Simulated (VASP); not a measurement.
# ZnS (P6_3/mmc) in VASP: settings compared

The runs below take ZnS through single point, with PBE, r2SCAN.

Everything below comes from runs of VASP 6.6.1. Logs are shortened: lines on timing, memory, paths and dates and some standing lists are left out, and cuts for length are marked.

### 1 The cell of the first run

It takes space group P6_3/mmc (No. 194, hexagonal). Conventional cell: a = 3.946 Å, b = 3.946 Å, c = 5.880 Å, α = 90.00°, β = 90.00°, γ = 120.00°. Within 3.0 Å of Zn (site symmetry -6m2) lie 5 S at 2.28 to 2.94 Å. S (site symmetry -6m2) has 5 Zn at 2.28 to 2.94 Å within 3.0 Å.

### 2 Single point, PBE

INCAR

```
ALGO     = Normal         # electronic algorithm
EDIFF    = 1E-6           # SCF threshold, eV
ENCUT    = 520            # plane-wave cutoff, eV
GGA      = PE             # functional
ISIF     = 2              # what is computed and relaxed
ISMEAR   = 0              # smearing method
LASPH    = True           # aspherical terms in the spheres
LCHARG   = True           # write CHGCAR
LELF     = True           # ELF
LREAL    = False          # projectors in reciprocal space
LVHAR    = True         
LWAVE    = False          # write WAVECAR
NBANDS   = 26             # bands
NELM     = 60             # most SCF steps
PREC     = Accurate       # precision mode
SIGMA    = 0.01           # smearing width, eV
```

KPOINTS

```
k-points
0
Gamma
  6 6 4
```

POSCAR

```
ZnS
1.0
    3.9463727220      0.0000000000      0.0000000000
   -1.9731863610      3.4176590300      0.0000000000
    0.0000000000      0.0000000000      5.8800538635
Zn S
2 2
Direct
    0.3333333333      0.6666666667      0.2500000000
    0.6666666667      0.3333333333      0.7500000000
    0.6666666667      0.3333333333      0.2500000000
    0.3333333333      0.6666666667      0.7500000000
```

Potentials or basis: VASP PAW PBE potentials, release 64 (Zn, S).

Command:

```bash
$ cat potpaw_PBE.64/Zn/POTCAR potpaw_PBE.64/S/POTCAR > POTCAR
$ mpirun -np 1 vasp_std > vasp.out
```

OUTCAR:

```text
EDIFF = 1E-6
   ENCUT = 520
   GGA = PE
   ISIF = 2
   ISMEAR = 0
   LASPH = True
   LREAL = False
   NELM = 60
   PREC = Accurate

 ion  position               nearest neighbor table
   1  0.333  0.667  0.250-   3 2.28   3 2.28   3 2.28
   2  0.667  0.333  0.750-   4 2.28   4 2.28   4 2.28
   3  0.667  0.333  0.250-   1 2.28   1 2.28   1 2.28
   4  0.333  0.667  0.750-   2 2.28   2 2.28   2 2.28

  LATTYP: Found a hexagonal cell.
 ALAT       =     3.9463727220
 C/A-ratio  =     1.4899894860

  Lattice vectors:

 A1 = (   3.9463727220,   0.0000000000,   0.0000000000)
 A2 = (  -1.9731863610,   3.4176590300,   0.0000000000)
 A3 = (   0.0000000000,   0.0000000000,   5.8800538635)

Analysis of symmetry for initial positions (statically):
=====================================================================
 Subroutine PRICEL returns:
 Original cell was already a primitive cell.

 Routine SETGRP: Setting up the symmetry group for a
 hexagonal supercell.

 Subroutine GETGRP returns: Found 24 space group operations
 (whereof 12 operations were pure point group operations)
 out of a pool of 24 trial point group operations.

The static configuration has the point symmetry D_3d.
 The point group associated with its full space group is D_6h.

Analysis of symmetry for dynamics (positions and initial velocities):
=====================================================================
 Subroutine PRICEL returns:
 Original cell was already a primitive cell.

 Routine SETGRP: Setting up the symmetry group for a
 hexagonal supercell.

 Subroutine GETGRP returns: Found 24 space group operations
 (whereof 12 operations were pure point group operations)
 out of a pool of 24 trial point group operations.

The dynamic configuration has the point symmetry D_3d.
 The point group associated with its full space group is D_6h.

 Subroutine INISYM returns: Found 24 space group operations
 (whereof 12 operations are pure point group operations),
 and found     1 'primitive' translations

----------------------------------------------------------------------------------------

                                     Primitive cell

  volume of cell :      79.3064

  direct lattice vectors                    reciprocal lattice vectors
     3.946372722  0.000000000  0.000000000     0.253397251  0.146298971  0.000000000
    -1.973186361  3.417659030  0.000000000     0.000000000  0.292597942  0.000000000
     0.000000000  0.000000000  5.880053863     0.000000000  0.000000000  0.170066469

  length of vectors
     3.946372722  3.946372722  5.880053863     0.292597942  0.292597942  0.170066469

  position of ions in fractional coordinates (direct lattice)
     0.333333333  0.666666667  0.250000000
     0.666666667  0.333333333  0.750000000
     0.666666667  0.333333333  0.250000000
     0.333333333  0.666666667  0.750000000

  ion indices of the primitive-cell ions
   primitive index   ion index
                 1           1
                 2           2
                 3           3
                 4           4

----------------------------------------------------------------------------------------

 KPOINTS: k-points

Automatic generation of k-mesh.
 Grid dimensions read from file:
 generate k-points for:    6    6    4

 Generating k-lattice:

  Cartesian coordinates                     Fractional coordinates (reciprocal lattice)
     0.042232875  0.024383162  0.000000000     0.166666667  0.000000000  0.000000000
     0.000000000  0.048766324  0.000000000     0.000000000  0.166666667  0.000000000
     0.000000000  0.000000000  0.042516617     0.000000000  0.000000000  0.250000000

  Length of vectors
     0.048766324  0.048766324  0.042516617

  Shift w.r.t. Gamma in fractional coordinates (k-lattice)
     0.000000000  0.000000000  0.000000000

 Subroutine IBZKPT returns following result:
 ===========================================

 Found     21 irreducible k-points:

 Following reciprocal coordinates:
            Coordinates               Weight
  0.000000  0.000000  0.000000      1.000000
  0.166667  0.000000  0.000000      6.000000
  0.333333  0.000000  0.000000      6.000000
  0.500000  0.000000  0.000000      3.000000
  0.166667  0.166667  0.000000      6.000000
  0.333333  0.166667  0.000000     12.000000
[... 13 lines left out ...]
  0.333333  0.166667  0.500000     12.000000
  0.333333  0.333333  0.500000      2.000000
   k-points           NKPTS =     21   k-points in BZ     NKDIM =     21   number of bands    NBANDS=     26
   number of dos      NEDOS =    301   number of ions     NIONS =      4
   total plane-waves  NPLWV =  43200
   dimension x,y,z NGX =    30 NGY =   30 NGZ =   48
   dimension x,y,z NGXF=    60 NGYF=   60 NGZF=   96
   ions per type =               2   2
   NGX,Y,Z   is equivalent  to a cutoff of  12.64, 12.64, 13.57 a.u.
   NGXF,Y,Z  is equivalent  to a cutoff of  25.28, 25.28, 27.14 a.u.
 SYSTEM =  unknown system
   PREC   = accura    normal or accurate (medium, high low for compatibility)
   ISTART =      0    job   : 0-new  1-cont  2-samecut
   ICHARG =      2    charge: 1-file 2-atom 10-const
   ISPIN  =      1    spin polarized calculation?
   LNONCOLLINEAR =      F non collinear calculations
   LSORBIT =      F    spin-orbit coupling
   LASPH  =      T    aspherical Exc in radial PAW
   ENCUT  =  520.0 eV  38.22 Ry    6.18 a.u.   7.34  7.34 10.93*2*pi/ulx,y,z
   NELM   =     60;   NELMIN=  2; NELMDL= -5     # of ELM steps
   EDIFF  = 0.1E-05   stopping-criterion for ELM
   LREAL  =      F    real-space projection
   EDIFFG = 0.1E-04   stopping-criterion for IOM
   NSW    =      0    number of steps for IOM
   IBRION =     -1    ionic relax: 0-MD 1-quasi-New 2-CG
   NFREE  =      0    steps in history (QN), initial steepest desc. (CG)
   ISIF   =      2    stress and relaxation
   ISYM   =      2    0-nonsym 1-usesym 2-fastsym
   POTIM  = 0.5000    time-step for ionic-motion
   TEBEG  =    0.0;   TEEND  =   0.0 temperature during run
   PSTRESS=    0.0 pullay stress
   NELECT =      36.0000    total number of electrons
   NUPDOWN=      -1.0000    fix difference up-down
   EMIN   =  10.00;   EMAX   =-10.00  energy-range for DOS
   EFERMI =   0.00;   METHOD = LEGACY
   ISMEAR =     0;   SIGMA  =   0.01  broadening in eV -4-tet -1-fermi 0-gaus
   EFERMI_NEDOS =   21; number of points for ismear=-14 and -15
   IALGO  =     38    algorithm
   IMIX   =      4    mixing-type and parameters
     AMIX     =   0.40;   BMIX     =  1.00
     AMIX_MAG =   1.60;   BMIX_MAG =  1.00
  volume/ion in A,a.u.               =      19.83       133.80
  Fermi-wavevector in a.u.,A,eV,Ry     =   1.258171  2.377598 21.537939  1.582994
  Thomas-Fermi vector in A             =   2.391794
   LORBIT       =      0    0 simple, 1 ext, 2 COOP (PROOUT), +10 PAW based schemes
   GGA     = PE    functional components
   LHFCALC =     F    Hartree Fock is set to
   AEXX    =    0.0000 exact exchange contribution
   IVDW    =     0    specifies the selected vdW correction
   LEPSILON=     F    determine dielectric tensor
   LRPA    =     F    only Hartree local field effects (RPA)
 non-spin polarized calculation
 Gauss-broadening in eV      SIGMA  =   0.01
  energy-cutoff  :      520.00
  volume of cell :       79.31
 maximum number of plane-waves:      2175
 NGX is ok and might be reduce to    30
   NGX = 15   NGY = 15   NGZ = 21

 number of electron      35.9999956 magnetization

 Free energy of the ion-electron system (eV)
  ---------------------------------------------------
  ext. energy  EPLUGINS =         0.00000000
  ---------------------------------------------------
  free energy    TOTEN  =       -13.01149189 eV

  energy without entropy =      -13.01149189  energy(sigma->0) =      -13.01149189

 E-fermi :   2.3026     XC(G=0):  -9.6147

 val. band max:        2.2305272102   @ k =   0.0000   0.0000   0.0000
 cond. band min:       3.6724057432   @ k =   0.0000   0.0000   0.0000
 fundamental gap:      1.4418785330
 Fermi energy:         2.3025942759

 k-point     1 :       0.0000    0.0000    0.0000
  band No.  band energies     occupation
      1     -11.0266      2.00000
      2     -10.0070      2.00000
      3      -4.5040      2.00000
      4      -4.5040      2.00000
      5      -4.4733      2.00000
      6      -4.4733      2.00000
[... 18 lines left out ...]
     25      11.4534      0.00000
     26      11.7340      0.00000

 k-point     2 :       0.1667    0.0000    0.0000
  band No.  band energies     occupation
      1     -10.8490      2.00000
      2      -9.9147      2.00000
      3      -4.4949      2.00000
      4      -4.4696      2.00000
      5      -4.4345      2.00000
      6      -4.3968      2.00000
[... 18 lines left out ...]
     25      10.0562      0.00000
     26      10.8749      0.00000

 k-point     3 :       0.3333    0.0000    0.0000
  band No.  band energies     occupation
      1     -10.4182      2.00000
      2      -9.7595      2.00000
      3      -4.4273      2.00000
      4      -4.3570      2.00000
      5      -4.2759      2.00000
      6      -4.2294      2.00000
[... 18 lines left out ...]
     25      10.7300      0.00000
     26      11.1477      0.00000

 k-point     4 :       0.5000    0.0000    0.0000
  band No.  band energies     occupation
      1     -10.1141      2.00000
      2      -9.7436      2.00000
      3      -4.2763      2.00000
      4      -4.2098      2.00000
      5      -4.1863      2.00000
      6      -4.1338      2.00000
[... 18 lines left out ...]
     25      11.4264      0.00000
     26      12.4339      0.00000
[... 409 lines left out ...]
      1     -10.1720      2.00000
      2     -10.1720      2.00000
      3      -4.4642      2.00000
      4      -4.4642      2.00000
      5      -4.2934      2.00000
      6      -4.2934      2.00000
[... 18 lines left out ...]
     25      10.7905      0.00000
     26      10.7905      0.00000

 k-point    20 :       0.3333    0.1667    0.5000
  band No.  band energies     occupation
      1      -9.9104      2.00000
      2      -9.9104      2.00000
      3      -4.3270      2.00000
      4      -4.3270      2.00000
      5      -4.1577      2.00000
      6      -4.1577      2.00000
[... 18 lines left out ...]
     25      11.2981      0.00000
     26      11.2981      0.00000

 k-point    21 :       0.3333    0.3333    0.5000
  band No.  band energies     occupation
      1      -9.8202      2.00000
      2      -9.8202      2.00000
      3      -4.2501      2.00000
      4      -4.2501      2.00000
      5      -4.1569      2.00000
      6      -4.1569      2.00000
[... 18 lines left out ...]
     25      11.1541      0.00000
     26      11.1541      0.00000

------------------------ aborting loop because EDIFF is reached ----------------------------------------

  FORCE on cell =-STRESS in cart. coord.  units (eV):
  Direction    XX          YY          ZZ          XY          YZ          ZX
  --------------------------------------------------------------------------------------
  -------------------------------------------------------------------------------------
  Total        1.3331524      1.3331524      0.6583784      0.0000000      0.0000000      0.0000000
  in kB       26.9328467     26.9328467     13.3008079      0.0000000      0.0000000      0.0000000
  external PRESSURE =      22.3888338 kB  Pullay stress =       0.0000000 kB

 VOLUME and BASIS-vectors are now :
 -----------------------------------------------------------------------------
  energy-cutoff  :      520.00
  volume of cell :       79.31
      direct lattice vectors                 reciprocal lattice vectors
     3.946372722  0.000000000  0.000000000     0.253397251  0.146298971  0.000000000
    -1.973186361  3.417659030  0.000000000     0.000000000  0.292597942  0.000000000
     0.000000000  0.000000000  5.880053863     0.000000000  0.000000000  0.170066469

 POSITION                                       TOTAL-FORCE (eV/Angst)
 -----------------------------------------------------------------------------------
     -0.00000      2.27844      1.47001         0.000000      0.000000      0.000000
      1.97319      1.13922      4.41004        -0.000000      0.000000      0.000000
      1.97319      1.13922      1.47001        -0.000000      0.000000      0.000000
     -0.00000      2.27844      4.41004         0.000000      0.000000      0.000000
 -----------------------------------------------------------------------------------
    total drift:                                0.000000     -0.000000      0.000000

  FREE ENERGIE OF THE ION-ELECTRON SYSTEM (eV)
  ---------------------------------------------------
  free  energy   TOTEN  =       -13.0114918937 eV

  energy  without entropy=      -13.0114918937  energy(sigma->0) =      -13.01149189
```

Wall time 73 s (1 thread of Intel Xeon 8259CL, shared host); peak memory 0.2 GiB.

Results:

```yaml
Free_energy: -13.0115 eV
Pressure: 2.2 GPa
Band_gap_on_the_k_mesh: 1.44 eV, direct
```

### 3 Single point, r2SCAN

POSCAR is that of step 2.

INCAR.step1

```
SYSTEM = ZnS
  PREC = Accurate
  ENCUT = 520
  ISMEAR = 0
  SIGMA = 0.01
  LREAL = .False.
  LASPH = .True.
  NELM = 80
  NBANDS = 26
  GGA = PE
  ALGO = Normal
  EDIFF = 1E-4
  LWAVE = .True.
  LCHARG = .False.
```

INCAR.step2

```
SYSTEM = ZnS
  PREC = Accurate
  ENCUT = 520
  EDIFF = 1E-6
  ISMEAR = 0
  SIGMA = 0.01
  LREAL = .False.
  LASPH = .True.
  NELM = 80
  ALGO = Normal
  ISIF = 2
  LWAVE = .False.
  LCHARG = .True.
  METAGGA = R2SCAN
  LMIXTAU = .True.
  LELF = .True.
  LVHAR = .True.
  NBANDS = 26
  ISTART = 1
```

KPOINTS

```
regular mesh
0
Gamma
  6 6 4
  0 0 0
```

Potentials or basis: VASP PAW PBE potentials, release 64 (Zn, S).

Command:

```bash
$ cat potpaw_PBE.64/Zn/POTCAR potpaw_PBE.64/S/POTCAR > POTCAR
$ cp INCAR.step1 INCAR
$ mpirun -np 1 vasp_std > vasp.out
$ cp INCAR.step2 INCAR
$ mpirun -np 1 vasp_std > vasp.out
```

OUTCAR:

```text
SYSTEM = ZnS
   PREC = Accurate
   ENCUT = 520
   EDIFF = 1E-6
   ISMEAR = 0
   LREAL = .False.
   LASPH = .True.
   NELM = 80
   ISIF = 2
   METAGGA = R2SCAN
   ISTART = 1

 ion  position               nearest neighbor table
   1  0.333  0.667  0.250-   3 2.28   3 2.28   3 2.28
   2  0.667  0.333  0.750-   4 2.28   4 2.28   4 2.28
   3  0.667  0.333  0.250-   1 2.28   1 2.28   1 2.28
   4  0.333  0.667  0.750-   2 2.28   2 2.28   2 2.28

  LATTYP: Found a hexagonal cell.
 ALAT       =     3.9463727220
 C/A-ratio  =     1.4899894860

  Lattice vectors:

 A1 = (   3.9463727220,   0.0000000000,   0.0000000000)
 A2 = (  -1.9731863610,   3.4176590300,   0.0000000000)
 A3 = (   0.0000000000,   0.0000000000,   5.8800538635)

Analysis of symmetry for initial positions (statically):
=====================================================================
 Subroutine PRICEL returns:
 Original cell was already a primitive cell.

 Routine SETGRP: Setting up the symmetry group for a
 hexagonal supercell.
[... 166 lines left out ...]
  free energy    TOTEN  =       -37.01899641 eV

  energy without entropy =      -37.01899641  energy(sigma->0) =      -37.01899641

 E-fermi :   2.0585     XC(G=0): -10.2548

 val. band max:        1.9531027545   @ k =   0.0000   0.0000   0.0000
 cond. band min:       3.9025904776   @ k =   0.0000   0.0000   0.0000
 fundamental gap:      1.9494877231
 Fermi energy:         2.0585277042

 k-point     1 :       0.0000    0.0000    0.0000
  band No.  band energies     occupation
      1     -11.8234      2.00000
      2     -10.7782      2.00000
      3      -4.9434      2.00000
      4      -4.9433      2.00000
      5      -4.9091      2.00000
      6      -4.9089      2.00000
[... 598 lines left out ...]
     25      11.5585      0.00000
     26      11.5585      0.00000

------------------------ aborting loop because EDIFF is reached ----------------------------------------

  FORCE on cell =-STRESS in cart. coord.  units (eV):
  Direction    XX          YY          ZZ          XY          YZ          ZX
  --------------------------------------------------------------------------------------
  -------------------------------------------------------------------------------------
  Total        0.0369808      0.0369808      0.0173016      0.0000000      0.0000000      0.0000000
  in kB        0.7470991      0.7470991      0.3495337      0.0000000      0.0000000      0.0000000
  external PRESSURE =       0.6145773 kB  Pullay stress =       0.0000000 kB

 VOLUME and BASIS-vectors are now :
 -----------------------------------------------------------------------------
  energy-cutoff  :      520.00
  volume of cell :       79.31
      direct lattice vectors                 reciprocal lattice vectors
     3.946372722  0.000000000  0.000000000     0.253397251  0.146298971  0.000000000
    -1.973186361  3.417659030  0.000000000     0.000000000  0.292597942  0.000000000
     0.000000000  0.000000000  5.880053863     0.000000000  0.000000000  0.170066469

 POSITION                                       TOTAL-FORCE (eV/Angst)
 -----------------------------------------------------------------------------------
     -0.00000      2.27844      1.47001        -0.000000      0.000000      0.000000
      1.97319      1.13922      4.41004         0.000000      0.000000      0.000000
      1.97319      1.13922      1.47001        -0.000000     -0.000000      0.000000
     -0.00000      2.27844      4.41004        -0.000000     -0.000000      0.000000
 -----------------------------------------------------------------------------------
    total drift:                                0.000000     -0.000000      0.000000

  FREE ENERGIE OF THE ION-ELECTRON SYSTEM (eV)
  ---------------------------------------------------
  free  energy   TOTEN  =       -37.0189964057 eV

  energy  without entropy=      -37.0189964057  energy(sigma->0) =      -37.01899641
```

OUTCAR.step1:

```text
SYSTEM = ZnS
   PREC = Accurate
   ENCUT = 520
   ISMEAR = 0
   LREAL = .False.
   LASPH = .True.
   NELM = 80
[... 834 lines left out ...]
      1.97319      1.13922      4.41004         0.000000     -0.000000      0.000000
      1.97319      1.13922      1.47001         0.000000     -0.000000      0.000000
     -0.00000      2.27844      4.41004        -0.000000      0.000000      0.000000
 -----------------------------------------------------------------------------------
    total drift:                                0.000000     -0.000000      0.000000

  FREE ENERGIE OF THE ION-ELECTRON SYSTEM (eV)
  ---------------------------------------------------
  free  energy   TOTEN  =       -13.0114871462 eV

  energy  without entropy=      -13.0114871462  energy(sigma->0) =      -13.01148715
```

OSZICAR.step1:

```text
N       E                     dE             d eps       ncg     rms          rms(c)
DAV:   1     0.239332601572E+03    0.23933E+03   -0.16904E+04  1092   0.163E+03
DAV:   2     0.101749298933E+02   -0.22916E+03   -0.21892E+03  1108   0.345E+02
DAV:   3    -0.134617799502E+02   -0.23637E+02   -0.23436E+02  1328   0.110E+02
DAV:   4    -0.140155671442E+02   -0.55379E+00   -0.55252E+00  1282   0.169E+01
DAV:   5    -0.140240174888E+02   -0.84503E-02   -0.84472E-02  1326   0.206E+00    0.984E+00
DAV:   6    -0.130306527472E+02    0.99336E+00   -0.19221E+00  1578   0.383E+01    0.771E+00
DAV:   7    -0.130162789981E+02    0.14374E-01   -0.13423E+00  1170   0.677E+00    0.365E+00
DAV:   8    -0.130105419187E+02    0.57371E-02   -0.44039E-02  1346   0.227E+00    0.103E+00
DAV:   9    -0.130110457403E+02   -0.50382E-03   -0.85766E-03  1432   0.155E+00    0.222E-01
DAV:  10    -0.130112451548E+02   -0.19941E-03   -0.93956E-04  1242   0.372E-01    0.990E-02
DAV:  11    -0.130114883326E+02   -0.24318E-03   -0.39195E-04  1122   0.130E-01    0.630E-02
DAV:  12    -0.130114871462E+02    0.11865E-05   -0.11730E-05   664   0.301E-02
   1 F= -.13011487E+02 E0= -.13011487E+02  d E =-.600429E-29
```

Run time: 4.8 min. Hardware: 1 thread of Intel Xeon 8259CL, shared host; peak memory 0.22 GiB.

What came out:

```
Free energy            : -37.0190 eV
Pressure               : 0.1 GPa
Band gap on the k mesh : 1.95 eV, direct
```

Caveat: the PAW data sets were made with another functional, which shifts forces and pressure a little. r2SCAN opens gaps a little over a GGA but as a rule still falls short of measured ones.
